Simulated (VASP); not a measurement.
Runs of VASP 6.6.1 on SbS. The structure is that of space group Pm-3m (No. 221), or close to it. The cells are those of the table. 

| task | cell | k mesh | cutoff (eV) | gap on the mesh (eV) | pressure (GPa) |
| --- | --- | --- | --- | --- | --- |
| single point | a = 3.729 Å, 2 atoms | 6 × 6 × 6 | 520 | none | (a) |
| single point | a = 3.484 Å, 2 atoms | 6 × 6 × 6 | 520 | none | -0.5 |
| single point | a = 3.486 Å, 2 atoms | 16 × 16 × 16 | 520 | none | -0.3 |
| relaxation of cell and atoms | relaxed from a = 3.729 Å, 2 atoms | 6 × 6 × 6 | 600 | none | 0.0 |

Alike in all rows: level PBE; potentials or basis VASP PAW PBE potentials, release 64 (Sb, S); no spin polarisation; smearing gaussian 0.1 eV.

Task: Estimate the missing entries.

Result: (a) -10.0.

Caveats: spin-orbit coupling is left out, which moves the levels of the heavy elements.

A k mesh can miss the band edges, and the runs leave out spin-orbit coupling on Sb.

A gap of «none» marks levels without a gap at the run's occupations.
